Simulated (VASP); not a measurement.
# Mn (P6/mmm) in VASP: a series of runs

Runs on Mn. Level: PBEsol. Tasks: single point.

Everything below comes from runs of VASP 6.6.1. Logs are shortened: lines on timing, memory, paths and dates and some standing lists are left out, and cuts for length are marked.

### 1 The cell of the first run

The structure is hexagonal, space group P6/mmm (No. 191). The conventional cell has a = 3.857 Å, b = 3.857 Å, c = 2.421 Å, α = 90.00°, β = 90.00°, γ = 120.00°. Within 3.2 Å of Mn (site symmetry 6/mmm) lie 14 Mn at 2.42 to 2.53 Å. Mn (site symmetry -6m2) has 11 Mn at 2.23 to 2.53 Å within 2.9 Å.

This isn't the form of Mn at room conditions, which is a 58-atom cubic cell.

### 2 Single point, PBEsol

Contents of INCAR:

```
PREC = Accurate
ENCUT = 520
EDIFF = 1E-6
ISMEAR = -1
SIGMA = 0.1
LREAL = False
LASPH = True
NELM = 100
ALGO = Normal
ISIF = 2
LWAVE = False
LCHARG = False
GGA = PS
NBANDS = 26
```

Contents of KPOINTS:

```
regular mesh
0
Gamma
  9 9 13
```

Contents of POSCAR:

```
Mn
1.0
    3.8570464222      0.0000000000      0.0000000000
   -1.9285232111      3.3403001852      0.0000000000
    0.0000000000      0.0000000000      2.4209953988
Mn
3
Direct
    0.0000000000      1.0000000000      0.0000000000
    0.3333333333      0.6666666667      0.5000000000
    0.6666666667      0.3333333333      0.5000000000
```

Potentials or basis: VASP PAW PBE potentials, release 64 (Mn_pv).

Launch:

```sh
cat potpaw_PBE.64/Mn_pv/POTCAR > POTCAR
mpirun -np 1 vasp_std > vasp.out
```

OUTCAR:

```text
PREC = Accurate
   ENCUT = 520
   EDIFF = 1E-6
   ISMEAR = -1
   LREAL = False
   LASPH = True
   NELM = 100
   ISIF = 2
   GGA = PS

 ion  position               nearest neighbor table
   1  0.000  0.000  0.000-   2 2.53   3 2.53   2 2.53   3 2.53   2 2.53   2 2.53   3 2.53   3 2.53
                             3 2.53   3 2.53   2 2.53   2 2.53
   2  0.333  0.667  0.500-   3 2.23   3 2.23   3 2.23   1 2.53   1 2.53   1 2.53   1 2.53   1 2.53
                             1 2.53
   3  0.667  0.333  0.500-   2 2.23   2 2.23   2 2.23   1 2.53   1 2.53   1 2.53   1 2.53   1 2.53
                             1 2.53

  LATTYP: Found a hexagonal cell.
 ALAT       =     3.8570464222
 C/A-ratio  =     0.6276811668

  Lattice vectors:

 A1 = (   3.8570464222,   0.0000000000,   0.0000000000)
 A2 = (  -1.9285232111,   3.3403001852,   0.0000000000)
 A3 = (   0.0000000000,   0.0000000000,   2.4209953988)

Analysis of symmetry for initial positions (statically):
=====================================================================
 Subroutine PRICEL returns:
 Original cell was already a primitive cell.

 Routine SETGRP: Setting up the symmetry group for a
 hexagonal supercell.

 Subroutine GETGRP returns: Found 24 space group operations
 (whereof 24 operations were pure point group operations)
 out of a pool of 24 trial point group operations.

The static configuration has the point symmetry D_6h.

Analysis of symmetry for dynamics (positions and initial velocities):
=====================================================================
 Subroutine PRICEL returns:
 Original cell was already a primitive cell.

 Routine SETGRP: Setting up the symmetry group for a
 hexagonal supercell.

 Subroutine GETGRP returns: Found 24 space group operations
 (whereof 24 operations were pure point group operations)
 out of a pool of 24 trial point group operations.

The dynamic configuration has the point symmetry D_6h.

 Subroutine INISYM returns: Found 24 space group operations
 (whereof 24 operations are pure point group operations),
 and found     1 'primitive' translations

----------------------------------------------------------------------------------------

                                     Primitive cell

  volume of cell :      31.1914

  direct lattice vectors                    reciprocal lattice vectors
     3.857046422  0.000000000  0.000000000     0.259265741  0.149687146  0.000000000
[... 86 lines left out ...]
   ENCUT  =  520.0 eV  38.22 Ry    6.18 a.u.   7.17  7.17  4.50*2*pi/ulx,y,z
   NELM   =    100;   NELMIN=  2; NELMDL= -5     # of ELM steps
   EDIFF  = 0.1E-05   stopping-criterion for ELM
   LREAL  =      F    real-space projection
   EDIFFG = 0.1E-04   stopping-criterion for IOM
   NSW    =      0    number of steps for IOM
   IBRION =     -1    ionic relax: 0-MD 1-quasi-New 2-CG
   NFREE  =      0    steps in history (QN), initial steepest desc. (CG)
   ISIF   =      2    stress and relaxation
   ISYM   =      2    0-nonsym 1-usesym 2-fastsym
   POTIM  = 0.5000    time-step for ionic-motion
   TEBEG  =    0.0;   TEEND  =   0.0 temperature during run
   PSTRESS=    0.0 pullay stress
   NELECT =      39.0000    total number of electrons
   NUPDOWN=      -1.0000    fix difference up-down
   EMIN   =  10.00;   EMAX   =-10.00  energy-range for DOS
   EFERMI =   0.00;   METHOD = LEGACY
   ISMEAR =    -1;   SIGMA  =   0.10  broadening in eV -4-tet -1-fermi 0-gaus
   EFERMI_NEDOS =   21; number of points for ismear=-14 and -15
   IALGO  =     38    algorithm
   IMIX   =      4    mixing-type and parameters
     AMIX     =   0.40;   BMIX     =  1.00
     AMIX_MAG =   1.60;   BMIX_MAG =  1.00
  volume/ion in A,a.u.               =      10.40        70.16
  Fermi-wavevector in a.u.,A,eV,Ry     =   1.763674  3.332860 42.321537  3.110545
  Thomas-Fermi vector in A             =   2.831803
   LORBIT       =      0    0 simple, 1 ext, 2 COOP (PROOUT), +10 PAW based schemes
   GGA     = PS    functional components
   LHFCALC =     F    Hartree Fock is set to
   AEXX    =    0.0000 exact exchange contribution
   IVDW    =     0    specifies the selected vdW correction
   LEPSILON=     F    determine dielectric tensor
   LRPA    =     F    only Hartree local field effects (RPA)
 non-spin polarized calculation
  energy-cutoff  :      520.00
  volume of cell :       31.19
 maximum number of plane-waves:       863
 NGX is ok and might be reduce to    30
   NGX = 15   NGY = 15   NGZ =  9

 number of electron      39.0000086 magnetization

 Free energy of the ion-electron system (eV)
  ---------------------------------------------------
  ext. energy  EPLUGINS =         0.00000000
  ---------------------------------------------------
  free energy    TOTEN  =       -29.03435298 eV

  energy without entropy =      -28.92283009  energy(sigma->0) =      -28.97859154

 E-fermi :  10.7494     XC(G=0): -14.3767

 val. band max:       10.7435891719   @ k =   0.0000   0.0000   0.0000
 cond. band min:      10.7525825387   @ k =   0.4444   0.1111   0.4615
 fundamental gap:      0.0089933668
 Fermi energy:        10.7493591359

 k-point     1 :       0.0000    0.0000    0.0000
  band No.  band energies     occupation
      1     -37.4024      2.00000
      2     -37.4024      2.00000
      3     -37.0419      2.00000
      4     -37.0419      2.00000
      5     -36.8965      2.00000
      6     -36.6864      2.00000
[... 685 lines left out ...]
     25      12.6143      0.00000
     26      12.6143      0.00000

 [... further k-points ...]

------------------------ aborting loop because EDIFF is reached ----------------------------------------

  FORCE on cell =-STRESS in cart. coord.  units (eV):
  Direction    XX          YY          ZZ          XY          YZ          ZX
  --------------------------------------------------------------------------------------
  -------------------------------------------------------------------------------------
  Total        0.0484756      0.0484756      0.0197051      0.0000000      0.0000000      0.0000000
  in kB        2.4900028      2.4900028      1.0121751      0.0000000      0.0000000      0.0000000
  external PRESSURE =       1.9973936 kB  Pullay stress =       0.0000000 kB

 VOLUME and BASIS-vectors are now :
 -----------------------------------------------------------------------------
  energy-cutoff  :      520.00
  volume of cell :       31.19
      direct lattice vectors                 reciprocal lattice vectors
     3.857046422  0.000000000  0.000000000     0.259265741  0.149687146  0.000000000
    -1.928523211  3.340300185  0.000000000     0.000000000  0.299374291  0.000000000
     0.000000000  0.000000000  2.420995399     0.000000000  0.000000000  0.413053243

 POSITION                                       TOTAL-FORCE (eV/Angst)
 -----------------------------------------------------------------------------------
      0.00000      0.00000      0.00000         0.000000      0.000000      0.000000
     -0.00000      2.22687      1.21050        -0.000000      0.000000      0.000000
      1.92852      1.11343      1.21050         0.000000      0.000000     -0.000000
 -----------------------------------------------------------------------------------
    total drift:                               -0.000000      0.000000      0.000000

  FREE ENERGIE OF THE ION-ELECTRON SYSTEM (eV)
  ---------------------------------------------------
  free  energy   TOTEN  =       -29.0343529774 eV

  energy  without entropy=      -28.9228300948  energy(sigma->0) =      -28.97859154
```

stdout:

```text
POSCAR found type information on POSCAR Mn
 POSCAR found :  1 types and       3 ions
 scaLAPACK will be used
 -----------------------------------------------------------------------------
|                                                                             |
|                                                                             |
|     You enforced a specific xc type in the INCAR file but a different       |
|     I HOPE YOU KNOW WHAT YOU ARE DOING!                                     |
|                                                                             |
 -----------------------------------------------------------------------------

 LDA part: xc-table for (Slater+PW92), standard interpolation
 POSCAR, INCAR and KPOINTS ok, starting setup
 FFT: planning ... GRIDC
 FFT: planning ... GRID_SOFT
 FFT: planning ... GRID
 WAVECAR not read
 entering main loop
```

Wall time 2.1 min (1 thread of Intel Xeon 8259CL, shared host); peak memory 0.18 GiB.

What came out:

```
Free energy            : -29.0344 eV
Pressure               : 0.2 GPa
Band gap on the k mesh : zero (an odd number of electrons rules out a gap without spin polarisation)
```

Caveat: the PAW data sets were made with another functional, which shifts forces and pressure a little; the run has no spin polarisation, though such a crystal can be magnetic. Spin polarisation is off, so any magnetic state and its effect on volume and gap are missing.

### 3 Single point, PBEsol (9.15 Å³/atom)

This run uses another cell than the first one, of 9.15 Å³/atom.

Contents of INCAR:

```
  ALGO = Normal
  EDIFF = 1E-6
  ENCUT = 520
  GGA = PS
  ISIF = 2
  ISMEAR = -1
  LASPH = True
  LCHARG = False
  LREAL = False
  LWAVE = False
  NBANDS = 26
  NELM = 60
  PREC = Accurate
  SIGMA = 0.1
```

Contents of KPOINTS:

```
k-points
0
Gamma
  11 11 15
```

Contents of POSCAR:

```
Mn
1.0
    3.6961457634      0.0000000000      0.0000000000
   -1.8480728817      3.2009561272      0.0000000000
    0.0000000000      0.0000000000      2.3200010855
Mn
3
Direct
    0.0000000000      1.0000000000      0.0000000000
    0.3333333333      0.6666666667      0.5000000000
    0.6666666667      0.3333333333      0.5000000000
```

Potentials or basis: VASP PAW PBE potentials, release 64 (Mn_pv).

Launch:

```sh
cat potpaw_PBE.64/Mn_pv/POTCAR > POTCAR
mpirun -np 1 vasp_std > vasp.out
```

Run time: 2.2 min. Hardware: 1 thread of Intel Xeon 8259CL, shared host; peak memory 0.19 GiB.

Results (log left out):

```
Free energy            : -28.5020 eV
Pressure               : 51.3 GPa
Band gap on the k mesh : zero (an odd number of electrons rules out a gap without spin polarisation)
```

Stress tensor (GPa, compression positive):
```
52.59  0.00  0.00
 0.00 52.59  0.00
 0.00  0.00 48.85
```

Levels at points of the mesh, in eV from the Fermi level:
```tsv
k point	band 16	band 17	band 18	band 19	band 20	band 21	band 22	band 23
(0.00, 0.00, 0.00)	-2.07	-1.41	-0.72	-0.72	-0.18	-0.18	-0.04	-0.04
```

Caveat: the cell stands under pressure; the PAW data sets were made with another functional, which shifts forces and pressure a little; the run has no spin polarisation, though such a crystal can be magnetic. Spin polarisation is off, so any magnetic state and its effect on volume and gap are missing.

### 4 Single point, PBEsol (9.57 Å³/atom)

This run uses another cell than the first one, of 9.57 Å³/atom.

Contents of INCAR:

```
  PREC = Accurate
  ENCUT = 520
  EDIFF = 1E-7
  ISMEAR = -1
  SIGMA = 0.1
  LREAL = F
  LASPH = T
  NELM = 100
  ALGO = Normal
  ISIF = 2
  LWAVE = F
  LCHARG = F
  GGA = PS
  NBANDS = 26
```

Contents of KPOINTS:

```
regular mesh
0
Gamma
  11 11 15
```

Contents of POSCAR:

```
Mn
1.0
    3.7513202525      0.0000000000      0.0000000000
   -1.8756601262      3.2487386364      0.0000000000
    0.0000000000      0.0000000000      2.3546330732
Mn
3
Direct
    0.0000000000      1.0000000000      0.0000000000
    0.3333333333      0.6666666667      0.5000000000
    0.6666666667      0.3333333333      0.5000000000
```

Launch:

```sh
cat potpaw_PBE.64/Mn_pv/POTCAR > POTCAR
mpirun -np 1 vasp_std > vasp.out
```

Run time: 2.6 min. Hardware: 1 thread of Intel Xeon 8259CL, shared host; peak memory 0.19 GiB.

The run converged. Its results:

| Item | Value |
| --- | --- |
| Free energy | -28.8177 eV |
| Pressure | 30.4 GPa |
| Band gap on the k mesh | zero (an odd number of electrons rules out a gap without spin polarisation) |

Stress tensor (GPa, compression positive):
```
31.11  0.00  0.00
 0.00 31.11  0.00
 0.00  0.00 28.90
```

Levels at points of the mesh, in eV from the Fermi level:
```tsv
k point	band 15	band 16	band 17	band 18	band 19	band 20	band 21	band 22	band 23	band 24
(0.00, 0.00, 0.00)	-2.52	-1.97	-1.33	-0.67	-0.67	-0.15	-0.15	-0.03	-0.03	2.30
```

Caveat: the cell stands under pressure; the PAW data sets were made with another functional, which shifts forces and pressure a little; the run has no spin polarisation, though such a crystal can be magnetic.

### 5 Single point, PBEsol (9.98 Å³/atom)

This run uses another cell than the first one, of 9.98 Å³/atom.

Contents of INCAR:

```
SYSTEM = Mn
PREC = Accurate
ENCUT = 520
EDIFF = 1E-6
ISMEAR = -1
SIGMA = 0.1
LREAL = .FALSE.
LASPH = .TRUE.
NELM = 100
ALGO = Normal
ISIF = 2
LWAVE = .FALSE.
LCHARG = .FALSE.
GGA = PS
NBANDS = 26
```

Contents of KPOINTS:

```
Automatic mesh
0
G
  11 11 15
  0 0 0
```

Contents of POSCAR:

```
Mn
1.0
    3.8049177831      0.0000000000      0.0000000000
   -1.9024588915      3.2951554595      0.0000000000
    0.0000000000      0.0000000000      2.3882752338
Mn
3
Direct
    0.0000000000      1.0000000000      0.0000000000
    0.3333333333      0.6666666667      0.5000000000
    0.6666666667      0.3333333333      0.5000000000
```

Launch:

```sh
cat potpaw_PBE.64/Mn_pv/POTCAR > POTCAR
mpirun -np 1 vasp_std > vasp.out
```

Wall time 2.1 min (1 thread of Intel Xeon 8259CL, shared host); peak memory 0.19 GiB.

Results (log left out):

```
Free energy            : -28.9869 eV
Pressure               : 13.6 GPa
Band gap on the k mesh : zero (an odd number of electrons rules out a gap without spin polarisation)
```

Stress tensor (GPa, compression positive):
```
13.93  0.00  0.00
 0.00 13.93  0.00
 0.00  0.00 12.96
```

Levels at points of the mesh, in eV from the Fermi level:
| k point | band 17 | band 18 | band 19 | band 20 | band 21 | band 22 |
| --- | --- | --- | --- | --- | --- | --- |
| (0.00, 0.00, 0.00) | -1.25 | -0.62 | -0.62 | -0.14 | -0.14 | -0.02 |

Caveat: the cell stands under pressure; the PAW data sets were made with another functional, which shifts forces and pressure a little; the run has no spin polarisation, though such a crystal can be magnetic. Spin polarisation is off, so any magnetic state and its effect on volume and gap are missing.

### 6 The runs side by side

```tsv
cell	k mesh	gap on the mesh (eV)	pressure (GPa)
a = 3.857, b = 3.857, c = 2.421 Å, angles 90.0, 90.0, 120.0°, 3 atoms	9 × 9 × 13	none	0.2
a = 3.696, b = 3.696, c = 2.320 Å, angles 90.0, 90.0, 120.0°, 3 atoms	11 × 11 × 15	none	51.3
a = 3.751, b = 3.751, c = 2.355 Å, angles 90.0, 90.0, 120.0°, 3 atoms	11 × 11 × 15	none	30.4
a = 3.805, b = 3.805, c = 2.388 Å, angles 90.0, 90.0, 120.0°, 3 atoms	11 × 11 × 15	none	13.6
```

Alike in all rows: task single point; level PBEsol; potentials or basis VASP PAW PBE potentials, release 64 (Mn_pv); no spin polarisation; cutoff (eV) 520; smearing fermi-dirac 0.1 eV.

Caveats: the PAW data sets were made with another functional, which shifts forces and pressure a little; the run has no spin polarisation, though such a crystal can be magnetic; the cell stands under pressure (at least some runs).

Absolute energies hang on the potentials; compare differences alone.
